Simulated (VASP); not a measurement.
## Cu: single point with r2SCAN

The system is Cu.

```
Cu
1.0
     0.00000    1.78813    1.78813
     1.78813    0.00000    1.78813
     1.78813    1.78813    0.00000
Cu
1
Cartesian
  0.0000 0.0000 0.0000
```

| Quantity | Value |
| --- | --- |
| Program | VASP 6.6.1 |
| Task | single point |
| Functional | r2SCAN |
| Potentials or basis | VASP PAW PBE potentials, release 64 (Cu) |
| Cutoff | 520 eV |
| k mesh | 5 × 5 × 5 |
| Occupations | fermi-dirac, width 0.1 eV |
| Spin | no spin polarisation |
| Dipole correction | no |
| Further INCAR settings | ALGO = Normal; EDIFF = 1e-06; NBANDS = 12 |

```yaml
Pressure: -0.2 GPa
```

Levels at points of the mesh, in eV from the Fermi level:
| k point | band 4 | band 5 | band 6 | band 7 | band 8 | band 9 |
| --- | --- | --- | --- | --- | --- | --- |
| (0.00, 0.00, 0.00) | -2.64 | -1.78 | -1.78 | 24.20 | 27.49 | 27.49 |

Wall time 9.7 s on 1 thread of Intel(R) Xeon(R) Platinum 8488C (Sapphire Rapids), on a shared host, peak memory 0.13 GiB.

Caveat: the k points lie up to 0.61 Å⁻¹ apart; the PAW data sets were made with another functional, which shifts forces and pressure a little.
